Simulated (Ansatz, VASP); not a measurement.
**One calculation of HfC, two programs**

```
Hf C
1.0
     0.00000    2.32574    2.32574
     2.32574    0.00000    2.32574
     2.32574    2.32574    0.00000
Hf C
1 1
Cartesian
  0.0000 0.0000 0.0000
  2.3257 2.3257 2.3257
```

Alike in both runs: functional PBE; k mesh 16 × 16 × 16; occupations gaussian, width 0.1 eV; no spin polarisation.

Ansatz relaxed the structure, and its values are those at the end. VASP's run is a single point on that final structure, the one shown.

|  | VASP | Ansatz |
| --- | --- | --- |
| version | VASP 6.6.1 | Ansatz 0.2.0 |
| potentials or method | VASP PAW PBE potentials, release 64 (Hf_pv, C), cutoff 600 eV | scalar-relativistic, plane waves, PAW |
| valence electrons in the cell | 14 | 30 |

VASP gave:

```
gap on the k mesh at the Fermi level (eV) : none
pressure (GPa)                            : -0.8
```

**Question.** What did Ansatz give for the same quantities?

**Answer.** gap on the k mesh at the Fermi level (eV): none; pressure (GPa): 0.0.

A gap of «none» marks a metal or a gap that the smearing closes. The functional is the same, so the differences come from potentials, cutoffs and numerics. VASP's potentials hold 14 valence electrons a cell and Ansatz's 30, so a difference there can come from the potentials and not from the codes.

Spin-orbit coupling is off throughout.
